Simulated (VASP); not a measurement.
Runs of VASP 6.6.1 on Ta. The structure is that of space group Fm-3m (No. 225), or close to it. The cells are those of the table. This isn't the form of Ta at room conditions, which is bcc.

| task | cell | k mesh | cutoff (eV) | gap on the mesh (eV) | pressure (GPa) | relaxed volume (Å³/atom) |
| --- | --- | --- | --- | --- | --- | --- |
| single point | a = 2.986 Å, angles 60.0°, 1 atom | 22 × 22 × 22 | 520 | none | 0.0 | - |
| single point | a = 2.993 Å, angles 60.0°, 1 atom | 8 × 8 × 8 | 520 | none | 0.0 | - |
| relaxation of cell and atoms | relaxed from a = 2.950 Å, angles 60.0°, 1 atom | 8 × 8 × 8 | 600 | none | -0.3 | 18.99 |
| relaxation of cell and atoms | relaxed from a = 2.993 Å, angles 60.0°, 1 atom | 22 × 22 × 22 | 600 | none | 0.0 | (a) |
| single point | a = 2.950 Å, angles 60.0°, 1 atom | 8 × 8 × 8 | 520 | none | 9.0 | - |

Alike in all rows: level PBE; potentials or basis VASP PAW PBE potentials, release 64 (Ta_pv); no spin polarisation; smearing gaussian 0.1 eV.

Question: Estimate the missing entries.

Answer: (a) 18.83.

Caveats: spin-orbit coupling is left out, which moves the levels of the heavy elements; the cell stands under pressure (at least some runs).

A k mesh can miss the band edges, and the runs leave out spin-orbit coupling on Ta.

A gap of «none» marks levels without a gap at the run's occupations.
